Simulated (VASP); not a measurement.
A run of VASP 6.6.1 is set up as follows.

Contents of INCAR:

```
ALGO = Normal ; EDIFF = 1E-6
ENCUT = 500 ; GGA = PS
GGA_COMPAT = False ; ISIF = 2
ISMEAR = 0 ; LASPH = True
LCHARG = True ; LELF = True
LREAL = False ; LVHAR = True
LWAVE = False ; NBANDS = 21
NELM = 120 ; PREC = Accurate
SIGMA = 0.1
```

The input KPOINTS:

```
k-points
0
Gamma
  8 8 2
```

Contents of POSCAR:

```
Mo
1.0
    3.1690000000      0.0000000000      0.0000000000
   -1.5845000000      2.7444350000      0.0000000000
    0.0000000000      0.0000000000     12.3240000000
Mo
2
Direct
    0.3333333333      0.6666666667      0.2500000000
    0.6666666667      0.3333333333      0.7500000000
```

Potentials or basis: VASP PAW PBE potentials, release 64 (Mo_sv).

Run with:

```console
$ cat potpaw_PBE.64/Mo_sv/POTCAR > POTCAR
$ mpirun -np 1 vasp_std > vasp.out
```

What does it give for the band gap on the k mesh?

Zero (band 14 reaches 0.87 eV, above the bottom of band 15 at 0.18 eV).

What does it give for the pressure?

-16.6 GPa.

Stress tensor (GPa, compression positive):
```
-24.66   0.00   0.00
  0.00 -24.66   0.00
  0.00   0.00  -0.45
```

Caveat: the PAW data sets were made with another functional, which shifts forces and pressure a little.
